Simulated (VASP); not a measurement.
Wanted: the native input for a VASP 6.6.1 run.

```
Task                   : single point
Functional             : PBEsol
Potentials or basis    : VASP PAW PBE potentials, release 64 (Ag)
Cutoff                 : 500 eV
k mesh                 : 20 × 14 × 12
Occupations            : gaussian, width 0.15 eV
Spin                   : no spin polarisation
Dipole correction      : no
Further INCAR settings : ALGO = Normal; EDIFF = 1e-06; NBANDS = 30
```

The structure of Ag lies in POSCAR:

```
Ag
1.0
   -2.8670626684      0.0000000000      0.0000000000
    0.0000000000      0.0000000000     -4.6907149289
    0.0000000000     -4.9658982101      0.0000000000
Ag
4
Direct
    0.5369946630      0.7500000000      0.1880255453
    0.0369946630      0.7500000000      0.6880255453
   -0.0369946630      0.2500000000      0.3119744547
    0.4630053370      0.2500000000      0.8119744547
```

This cell differs from its parent crystal: atoms displaced along a vibrational mode.

These files were run (other wordings do the same):

INCAR

```
ALGO = Normal
EDIFF = 1E-6
ENCUT = 500
GGA = PS
GGA_COMPAT = False
ISIF = 2
ISMEAR = 0
LASPH = True
LCHARG = False
LREAL = False
LWAVE = False
NBANDS = 30
NELM = 120
PREC = Accurate
SIGMA = 0.15
```

KPOINTS

```
k-points
0
Gamma
  20 14 12
```

Potentials or basis: VASP PAW PBE potentials, release 64 (Ag).

Run with:

```console
$ cat potpaw_PBE.64/Ag/POTCAR > POTCAR
$ mpirun -np 1 vasp_std > vasp.out
```

Results of the run:

```yaml
Pressure: 0.7 GPa
Largest_force: 0.397 eV/Å
Band_gap_on_the_k_mesh: zero (bands 22 and 23 overlap by 5.17 eV)
```

Caveat: the cell differs from its parent crystal (atoms displaced along a vibrational mode); the PAW data sets were made with another functional, which shifts forces and pressure a little.

Run time: 23 min on 1 thread of Oxide Virtual Turin-like Processor, on a shared host, peak memory 1.2 GiB.
